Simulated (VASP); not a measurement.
# Ba (C2/m) in VASP: a series of runs

Runs on Ba. Level: LDA. Tasks: single point.

Everything below comes from runs of VASP 6.6.1. Logs are shortened: lines on timing, memory, paths and dates and some standing lists are left out, and cuts for length are marked.

**1. The cell of the first run**

It takes space group C2/m (No. 12, monoclinic). The conventional cell has a = 7.301 Å, b = 3.910 Å, c = 5.700 Å, α = 90.00°, β = 91.43°, γ = 90.00°. Ba (site symmetry 2/m) has 6 Ba at 3.91 to 4.14 Å within 5.1 Å.

**2. Single point, LDA (strain +0.0250 x Voigt [0, 0, 0, 1, 0, 0])**

Contents of INCAR:

```
PREC = Accurate ; ENCUT = 520
EDIFF = 1E-7 ; ISMEAR = 0
SIGMA = 0.15 ; LREAL = False
LASPH = True ; NELM = 100
ALGO = Fast ; ISIF = 2
LWAVE = False ; LCHARG = False
NBANDS = 11
```

Contents of KPOINTS:

```
Automatic mesh
0
Gamma
  14 14 8
```

Contents of POSCAR:

```
Ba
1.0
    1.9550000000     -3.6500000000     -0.0456250000
    1.9550000000      3.6500000000      0.0456250000
    0.0000000000      0.0712500000      5.7000000000
Ba
1
Direct
    0.0000000000      0.0000000000      0.0000000000
```

Potentials or basis: VASP PAW LDA potentials, release 64 (Ba_sv).

Launch:

```console
> cat potpaw_LDA.64/Ba_sv/POTCAR > POTCAR
> mpirun -np 1 vasp_std > vasp.out
```

OUTCAR:

```text
PREC = Accurate
   ENCUT = 520
   EDIFF = 1E-7
   ISMEAR = 0
   LREAL = False
   LASPH = True
   NELM = 100
   ISIF = 2

 ion  position               nearest neighbor table
   1  0.000  0.000  0.000-

  LATTYP: Found a base centered monoclinic cell.
 ALAT       =     7.3005702902
 B/A-ratio  =     0.5355745982
 C/A-ratio  =     0.7808219178
 COS(beta)  =    -0.0249960944

  Lattice vectors:

 A1 = (  -1.9550000000,  -3.6500000000,  -0.0456250000)
 A2 = (   1.9550000000,  -3.6500000000,  -0.0456250000)
 A3 = (   0.0000000000,   0.0712500000,   5.7000000000)

Analysis of symmetry for initial positions (statically):
=====================================================================
 Subroutine PRICEL returns:
 Original cell was already a primitive cell.

 Routine SETGRP: Setting up the symmetry group for a
 base centered monoclinic supercell.

 Subroutine GETGRP returns: Found  4 space group operations
 (whereof  4 operations were pure point group operations)
 out of a pool of  4 trial point group operations.

The static configuration has the point symmetry C_2h.

Analysis of symmetry for dynamics (positions and initial velocities):
=====================================================================
 Subroutine PRICEL returns:
 Original cell was already a primitive cell.

 Routine SETGRP: Setting up the symmetry group for a
 base centered monoclinic supercell.

 Subroutine GETGRP returns: Found  4 space group operations
 (whereof  4 operations were pure point group operations)
 out of a pool of  4 trial point group operations.

The dynamic configuration has the point symmetry C_2h.

 Subroutine INISYM returns: Found  4 space group operations
 (whereof  4 operations are pure point group operations),
 and found     1 'primitive' translations

----------------------------------------------------------------------------------------

                                     Primitive cell

  volume of cell :      81.3348

  direct lattice vectors                    reciprocal lattice vectors
     1.955000000 -3.650000000 -0.045625000     0.255754476 -0.137007709  0.001712596
     1.955000000  3.650000000  0.045625000     0.255754476  0.137007709 -0.001712596
     0.000000000  0.071250000  5.700000000     0.000000000 -0.002193325  0.175466013

  length of vectors
     4.140846126  4.140846126  5.700445295     0.290145476  0.290145476  0.175479721

  position of ions in fractional coordinates (direct lattice)
     0.000000000  0.000000000  0.000000000

  ion indices of the primitive-cell ions
   primitive index   ion index
                 1           1

----------------------------------------------------------------------------------------

 KPOINTS: Automatic mesh

Automatic generation of k-mesh.
 Grid dimensions read from file:
 generate k-points for:   14   14    8

 Generating k-lattice:

  Cartesian coordinates                     Fractional coordinates (reciprocal lattice)
     0.018268177 -0.009786265  0.000122328     0.071428571 -0.000000000 -0.000000000
     0.018268177  0.009786265 -0.000122328    -0.000000000  0.071428571  0.000000000
     0.000000000 -0.000274166  0.021933252     0.000000000 -0.000000000  0.125000000

  Length of vectors
     0.020724677  0.020724677  0.021934965

  Shift w.r.t. Gamma in fractional coordinates (k-lattice)
     0.000000000  0.000000000  0.000000000

 Subroutine IBZKPT returns following result:
 ===========================================

 Found    429 irreducible k-points:

 Following reciprocal coordinates:
            Coordinates               Weight
  0.000000  0.000000  0.000000      1.000000
  0.071429 -0.000000 -0.000000      4.000000
  0.142857  0.000000 -0.000000      4.000000
  0.214286 -0.000000  0.000000      4.000000
  0.285714  0.000000  0.000000      4.000000
  0.357143 -0.000000 -0.000000      4.000000
[... 16 lines left out ...]
  0.214286  0.142857  0.000000      4.000000
  0.285714  0.142857 -0.000000      4.000000
 [... further k-points ...]
[... 47 lines left out ...]
      5      -1.8149      2.00000
      6       0.5003      1.36494
      7       1.9902      0.00000
      8       2.9632      0.00000
      9       3.6588      0.00000
     10       4.4757      0.00000
     11       4.7997      0.00000

 k-point     2 :       0.0714   -0.0000   -0.0000
  band No.  band energies     occupation
      1     -28.5137      2.00000
      2     -13.7801      2.00000
      3     -13.3255      2.00000
      4     -13.2604      2.00000
      5      -1.7022      2.00000
      6       0.5793      0.78746
      7       2.0485      0.00000
      8       2.8231      0.00000
      9       3.3100      0.00000
     10       4.4812      0.00000
     11       5.1061      0.00000

 k-point     3 :       0.1429    0.0000   -0.0000
  band No.  band energies     occupation
      1     -28.4998      2.00000
      2     -13.7605      2.00000
      3     -13.4237      2.00000
      4     -13.3279      2.00000
      5      -1.3894      2.00000
      6       0.7996      0.01893
      7       2.0154      0.00000
      8       2.7408      0.00000
      9       2.7823      0.00000
     10       4.3541      0.00000
     11       5.6944      0.00000

 k-point     4 :       0.2143   -0.0000    0.0000
  band No.  band energies     occupation
      1     -28.4795      2.00000
      2     -13.7319      2.00000
      3     -13.6089      2.00000
      4     -13.3734      2.00000
      5      -0.9485      2.00000
      6       1.0339      0.00001
      7       1.8469      0.00000
      8       2.2020      0.00000
      9       3.2297      0.00000
     10       4.1706      0.00000
     11       6.2265      0.00000
[... 239 lines left out ...]
 k-point    22 :       0.1429    0.1429    0.0000
  band No.  band energies     occupation
      1     -28.4651      2.00000
      2     -13.7377      2.00000
      3     -13.7123      2.00000
      4     -13.3907      2.00000
      5      -0.6566      2.00000
      6       1.3346      0.00000
      7       1.4558      0.00000
      8       1.9527      0.00000
      9       3.6217      0.00000
     10       4.0232      0.00000
     11       6.5920      0.00000

 k-point    23 :       0.2143    0.1429    0.0000
  band No.  band energies     occupation
      1     -28.4446      2.00000
      2     -13.9039      2.00000
      3     -13.6832      2.00000
      4     -13.4421      2.00000
      5      -0.1590      2.00000
      6       1.1080      0.00000
      7       1.6165      0.00000
      8       1.7741      0.00000
      9       3.7254      0.00000
     10       4.3812      0.00000
     11       6.5992      0.00000

 k-point    24 :       0.2857    0.1429   -0.0000
  band No.  band energies     occupation
      1     -28.4274      2.00000
      2     -14.0294      2.00000
      3     -13.6584      2.00000
      4     -13.4986      2.00000
      5       0.1886      1.99936
      6       1.0986      0.00000
      7       1.3851      0.00000
      8       2.2097      0.00000
      9       3.4300      0.00000
     10       4.7544      0.00000
     11       6.6971      0.00000

 [... further k-points ...]

------------------------ aborting loop because EDIFF is reached ----------------------------------------

  FORCE on cell =-STRESS in cart. coord.  units (eV):
  Direction    XX          YY          ZZ          XY          YZ          ZX
  --------------------------------------------------------------------------------------
  -------------------------------------------------------------------------------------
  Total        0.7039625     -0.0374089     -1.1663339      0.0000000      0.0165898      0.0000000
  in kB       13.8670306     -0.7369001    -22.9750708      0.0000000      0.3267951      0.0000000
  external PRESSURE =      -3.2816468 kB  Pullay stress =       0.0000000 kB

 VOLUME and BASIS-vectors are now :
 -----------------------------------------------------------------------------
  energy-cutoff  :      520.00
  volume of cell :       81.33
      direct lattice vectors                 reciprocal lattice vectors
     1.955000000 -3.650000000 -0.045625000     0.255754476 -0.137007709  0.001712596
     1.955000000  3.650000000  0.045625000     0.255754476  0.137007709 -0.001712596
     0.000000000  0.071250000  5.700000000     0.000000000 -0.002193325  0.175466013

 POSITION                                       TOTAL-FORCE (eV/Angst)
 -----------------------------------------------------------------------------------
      0.00000      0.00000      0.00000         0.000000     -0.000000      0.000000
 -----------------------------------------------------------------------------------
    total drift:                                0.000000     -0.000000     -0.000000

  FREE ENERGIE OF THE ION-ELECTRON SYSTEM (eV)
  ---------------------------------------------------
  free  energy   TOTEN  =        -1.6262733142 eV

  energy  without entropy=       -1.5933001581  energy(sigma->0) =       -1.60978674
```

It took 2.1 min on 1 thread of Intel Xeon 6975P-C (Granite Rapids), shared host; peak memory 0.47 GiB.

Results:

* Free energy: -1.6263 eV
* Pressure: -0.3 GPa
* Band gap on the k mesh: zero (bands 5 and 6 overlap by 1.08 eV)

Levels at points of the mesh, in eV from the Fermi level:
| k point | band 2 | band 3 | band 4 | band 5 | band 6 | band 7 | band 8 | band 9 |
| --- | --- | --- | --- | --- | --- | --- | --- | --- |
| (0.00, 0.00, 0.00) | -14.34 | -13.86 | -13.77 | -2.37 | -0.05 | 1.44 | 2.41 | 3.11 |
| (0.50, 0.00, 0.00) | -14.69 | -14.19 | -14.04 | -0.77 | 0.57 | 1.36 | 1.81 | 3.16 |
| (0.50, 0.50, 0.00) | -14.58 | -14.23 | -13.90 | -0.76 | 0.57 | 1.09 | 1.45 | 3.64 |
| (0.00, 0.00, 0.50) | -14.36 | -13.86 | -13.77 | -1.79 | -0.11 | 1.47 | 2.04 | 2.44 |
| (0.50, 0.00, 0.50) | -14.69 | -14.21 | -14.04 | -0.62 | -0.18 | 2.85 | 2.93 | 3.07 |
| (0.50, 0.50, 0.50) | -14.58 | -14.25 | -13.90 | -0.60 | -0.24 | 2.53 | 2.72 | 2.93 |

Caveat: the cell differs from its parent crystal (strain +0.0250 x Voigt [0, 0, 0, 1, 0, 0]); spin-orbit coupling is left out, which moves the levels of the heavy elements.

**3. Single point, LDA (strain +0.0150 x Voigt [0, 0, 0, 1, 0, 0])**

Contents of INCAR:

```
SYSTEM = Ba
PREC = Accurate
ENCUT = 520
EDIFF = 1E-6
ISMEAR = 0
SIGMA = 0.15
LREAL = .False.
LASPH = .True.
NELM = 80
ALGO = Fast
ISIF = 2
LWAVE = .False.
LCHARG = .True.
GGA = CA
LELF = .True.
LVHAR = .True.
NBANDS = 11
```

Contents of KPOINTS:

```
regular mesh
0
Gamma
  14 14 8
  0 0 0
```

Contents of POSCAR:

```
Ba
1.0
    1.9550000000     -3.6500000000     -0.0273750000
    1.9550000000      3.6500000000      0.0273750000
    0.0000000000      0.0427500000      5.7000000000
Ba
1
Direct
    0.0000000000      0.0000000000      0.0000000000
```

Potentials or basis: VASP PAW LDA potentials, release 64 (Ba_sv).

Launch:

```console
> cat potpaw_LDA.64/Ba_sv/POTCAR > POTCAR
> mpirun -np 1 vasp_std > vasp.out
```

It took 1.8 min on 1 thread of Intel Xeon 6975P-C (Granite Rapids), shared host; peak memory 0.47 GiB.

It converged, with:

```
Free energy            : -1.6261 eV
Pressure               : -0.3 GPa
Band gap on the k mesh : zero (bands 5 and 6 overlap by 1.08 eV)
```

Stress tensor (GPa, compression positive):
```
 1.39  0.00  0.00
 0.00 -0.07  0.02
 0.00  0.02 -2.30
```

Levels at points of the mesh, in eV from the Fermi level:
```tsv
k point	band 3	band 4	band 5	band 6	band 7	band 8
(0.00, 0.00, 0.00)	-13.86	-13.77	-2.37	-0.05	1.44	2.41
(0.50, 0.00, 0.00)	-14.19	-14.04	-0.77	0.57	1.36	1.81
(0.50, 0.50, 0.00)	-14.23	-13.90	-0.76	0.58	1.08	1.45
(0.00, 0.00, 0.50)	-13.86	-13.77	-1.79	-0.11	1.47	2.04
(0.50, 0.00, 0.50)	-14.21	-14.04	-0.62	-0.18	2.85	2.94
(0.50, 0.50, 0.50)	-14.25	-13.90	-0.60	-0.24	2.57	2.68
```

Caveat: the cell differs from its parent crystal (strain +0.0150 x Voigt [0, 0, 0, 1, 0, 0]); spin-orbit coupling is left out, which moves the levels of the heavy elements.

**4. Single point, LDA (strain +0.0050 x Voigt [0, 0, 0, 1, 0, 0])**

Contents of INCAR:

```
  ALGO = Fast
  EDIFF = 1E-6
  ENCUT = 520
  GGA = CA
  ISIF = 2
  ISMEAR = 0
  LASPH = T
  LCHARG = F
  LREAL = F
  LWAVE = F
  NBANDS = 11
  NELM = 100
  PREC = Accurate
  SIGMA = 0.15
```

Contents of KPOINTS:

```
k-points
0
Gamma
  14 14 8
```

Contents of POSCAR:

```
Ba
1.0
    1.9550000000     -3.6500000000     -0.0091250000
    1.9550000000      3.6500000000      0.0091250000
    0.0000000000      0.0142500000      5.7000000000
Ba
1
Direct
    0.0000000000      0.0000000000      0.0000000000
```

Launch:

```console
> cat potpaw_LDA.64/Ba_sv/POTCAR > POTCAR
> mpirun -np 1 vasp_std > vasp.out
```

It took 1.9 min on 1 thread of Intel Xeon 6975P-C (Granite Rapids), shared host; peak memory 0.46 GiB.

The run converged. Its results:

```yaml
Free_energy: -1.6260 eV
Pressure: -0.3 GPa
Band_gap_on_the_k_mesh: zero (bands 5 and 6 overlap by 1.09 eV)
```

Stress tensor (GPa, compression positive):
```
 1.39  0.00  0.00
 0.00 -0.07  0.01
 0.00  0.01 -2.30
```

Levels at points of the mesh, in eV from the Fermi level:
```
           k point  band 1  band 2  band 3  band 4  band 5  band 6  band 7  band 8  band 9  band 10
(0.00, 0.00, 0.00)  -29.07  -14.34  -13.86  -13.77   -2.37   -0.05    1.44    2.41    3.11     3.93
(0.50, 0.00, 0.00)  -28.97  -14.69  -14.19  -14.04   -0.77    0.57    1.35    1.81    3.16     5.46
(0.50, 0.50, 0.00)  -29.00  -14.58  -14.23  -13.90   -0.76    0.58    1.08    1.45    3.64     5.50
(0.00, 0.00, 0.50)  -29.07  -14.36  -13.86  -13.77   -1.79   -0.11    1.47    2.04    2.44     3.73
(0.50, 0.00, 0.50)  -28.97  -14.69  -14.21  -14.04   -0.62   -0.18    2.85    2.94    3.06     3.14
(0.50, 0.50, 0.50)  -29.00  -14.58  -14.25  -13.90   -0.60   -0.24    2.61    2.64    2.93     3.39
```

Caveat: the cell differs from its parent crystal (strain +0.0050 x Voigt [0, 0, 0, 1, 0, 0]); spin-orbit coupling is left out, which moves the levels of the heavy elements.

**5. Single point, LDA (strain -0.0200 x Voigt [0, 0, 0, 1, 0, 0])**

Contents of INCAR:

```
SYSTEM = Ba
PREC     = Accurate       ! precision mode
ENCUT    = 520            ! plane-wave cutoff, eV
EDIFF    = 1E-6           ! SCF threshold, eV
ISMEAR   = 0              ! smearing method
SIGMA    = 0.15           ! smearing width, eV
LREAL    = .FALSE.        ! projectors in reciprocal space
LASPH    = .TRUE.         ! aspherical terms in the spheres
NELM     = 100            ! most SCF steps
ALGO     = Fast           ! electronic algorithm
ISIF     = 2              ! what is computed and relaxed
LWAVE    = .FALSE.        ! write WAVECAR
LCHARG   = .FALSE.        ! write CHGCAR
NBANDS   = 11             ! bands
```

Contents of KPOINTS:

```
Automatic mesh
0
G
  14 14 8
  0 0 0
```

Contents of POSCAR:

```
Ba
1.0
    1.9550000000     -3.6500000000      0.0365000000
    1.9550000000      3.6500000000     -0.0365000000
    0.0000000000     -0.0570000000      5.7000000000
Ba
1
Direct
    0.0000000000      0.0000000000      0.0000000000
```

Launch:

```console
> cat potpaw_LDA.64/Ba_sv/POTCAR > POTCAR
> mpirun -np 1 vasp_std > vasp.out
```

Run time: 3.9 min. Hardware: 1 thread of Intel Xeon Platinum 8488C (Sapphire Rapids), shared host; peak memory 0.46 GiB.

It converged, with:

- Free energy: -1.6262 eV
- Pressure: -0.3 GPa
- Band gap on the k mesh: zero (bands 5 and 6 overlap by 1.08 eV)

Stress tensor (GPa, compression positive):
```
 1.39  0.00  0.00
 0.00 -0.07 -0.03
 0.00 -0.03 -2.30
```

Levels at points of the mesh, in eV from the Fermi level:
```
           k point  band 3  band 4  band 5  band 6  band 7  band 8
(0.00, 0.00, 0.00)  -13.86  -13.77   -2.37   -0.05    1.44    2.41
(0.50, 0.00, 0.00)  -14.19  -14.04   -0.77    0.57    1.36    1.81
(0.50, 0.50, 0.00)  -14.23  -13.90   -0.76    0.57    1.09    1.45
(0.00, 0.00, 0.50)  -13.86  -13.77   -1.79   -0.11    1.47    2.04
(0.50, 0.00, 0.50)  -14.21  -14.04   -0.62   -0.18    2.85    2.93
(0.50, 0.50, 0.50)  -14.25  -13.90   -0.60   -0.24    2.55    2.70
```

Caveat: the cell differs from its parent crystal (strain -0.0200 x Voigt [0, 0, 0, 1, 0, 0]); spin-orbit coupling is left out, which moves the levels of the heavy elements.

**6. Single point, LDA (strain +0.0100 x Voigt [0, 0, 0, 1, 0, 0])**

Contents of INCAR:

```
  PREC = Accurate
  ENCUT = 520
  EDIFF = 1E-7
  ISMEAR = 0
  SIGMA = 0.15
  LREAL = F
  LASPH = T
  NELM = 80
  ALGO = Fast
  ISIF = 2
  LWAVE = F
  LCHARG = F
  GGA = CA
  NBANDS = 11
```

Contents of KPOINTS:

```
Automatic mesh
0
Gamma
  14 14 8
```

Contents of POSCAR:

```
Ba
1.0
    1.9550000000     -3.6500000000     -0.0182500000
    1.9550000000      3.6500000000      0.0182500000
    0.0000000000      0.0285000000      5.7000000000
Ba
1
Direct
    0.0000000000      0.0000000000      0.0000000000
```

Potentials or basis: VASP PAW LDA potentials, release 64 (Ba_sv).

Launch:

```console
> cat potpaw_LDA.64/Ba_sv/POTCAR > POTCAR
> mpirun -np 1 vasp_std > vasp.out
```

Run time: 4.3 min. Hardware: 1 thread of Intel Xeon Platinum 8488C (Sapphire Rapids), shared host; peak memory 0.46 GiB.

Results (log left out):

| Quantity | Value |
| --- | --- |
| Free energy | -1.6260 eV |
| Pressure | -0.3 GPa |
| Band gap on the k mesh | zero (bands 5 and 6 overlap by 1.09 eV) |

Stress tensor (GPa, compression positive):
```
 1.39  0.00  0.00
 0.00 -0.07  0.01
 0.00  0.01 -2.30
```

Levels at points of the mesh, in eV from the Fermi level:
| k point | band 3 | band 4 | band 5 | band 6 | band 7 | band 8 |
| --- | --- | --- | --- | --- | --- | --- |
| (0.00, 0.00, 0.00) | -13.86 | -13.77 | -2.37 | -0.05 | 1.44 | 2.41 |
| (0.50, 0.00, 0.00) | -14.19 | -14.04 | -0.77 | 0.57 | 1.35 | 1.81 |
| (0.50, 0.50, 0.00) | -14.23 | -13.90 | -0.76 | 0.58 | 1.08 | 1.45 |
| (0.00, 0.00, 0.50) | -13.86 | -13.77 | -1.79 | -0.11 | 1.47 | 2.04 |
| (0.50, 0.00, 0.50) | -14.21 | -14.04 | -0.62 | -0.18 | 2.85 | 2.94 |
| (0.50, 0.50, 0.50) | -14.25 | -13.90 | -0.60 | -0.24 | 2.59 | 2.66 |

Caveat: the cell differs from its parent crystal (strain +0.0100 x Voigt [0, 0, 0, 1, 0, 0]); spin-orbit coupling is left out, which moves the levels of the heavy elements.

**7. Overview**

```csv
cell,further INCAR settings,gap on the mesh (eV),pressure (GPa)
"a = 4.141, b = 4.141, c = 5.700 Å, angles 88.7, 91.3, 123.7°, 1 atom",ALGO = Fast; EDIFF = 1e-07; NBANDS = 11,none,-0.3
"a = 4.141, b = 4.141, c = 5.700 Å, angles 89.2, 90.8, 123.7°, 1 atom",ALGO = Fast; EDIFF = 1e-06; NBANDS = 11,none,-0.3
"a = 4.141, b = 4.141, c = 5.700 Å, angles 89.7, 90.3, 123.7°, 1 atom",ALGO = Fast; EDIFF = 1e-06; NBANDS = 11,none,-0.3
"a = 4.141, b = 4.141, c = 5.700 Å, angles 91.0, 89.0, 123.7°, 1 atom",ALGO = Fast; EDIFF = 1e-06; NBANDS = 11,none,-0.3
"a = 4.141, b = 4.141, c = 5.700 Å, angles 89.5, 90.5, 123.7°, 1 atom",ALGO = Fast; EDIFF = 1e-07; NBANDS = 11,none,-0.3
```

Alike in all rows: task single point; level LDA; potentials or basis VASP PAW LDA potentials, release 64 (Ba_sv); no spin polarisation; k mesh 14 × 14 × 8; cutoff (eV) 520; smearing gaussian 0.15 eV.

Caveats: spin-orbit coupling is left out, which moves the levels of the heavy elements.

Absolute energies hang on the potentials; compare differences alone.
